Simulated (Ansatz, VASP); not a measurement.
## One calculation of MgSe, two programs

```
CELL_PARAMETERS angstrom
0.00000 2.73627 2.73627
2.73627 0.00000 2.73627
2.73627 2.73627 0.00000
ATOMIC_POSITIONS crystal
Mg 0.00000 0.00000 0.00000
Se 0.50000 0.50000 0.50000
```

Alike in both runs: task single point; functional r2SCAN; k mesh 6 × 6 × 6; no spin polarisation.

|  | VASP | Ansatz |
| --- | --- | --- |
| version | VASP 6.6.1 | Ansatz 0.2.0 |
| potentials or method | VASP PAW PBE potentials, release 64 (Mg, Se) | plane waves |
| plane-wave cutoff (eV) | 660 | 500 |
| occupations | gaussian, width 0.01 eV | fixed |
| valence electrons in the cell | 8 | 26 |

|  | VASP | Ansatz | Ansatz less VASP |
| --- | --- | --- | --- |
| gap on the k mesh at the Fermi level (eV) | 2.44 | 2.48 | +0.037 |
| pressure (GPa) | -0.3 | 0.0 | +0.30 |

VASP's potentials were made for PBE, not for r2SCAN. VASP's potentials hold 8 valence electrons a cell and Ansatz's 26, so a difference there can come from the potentials and not from the codes.
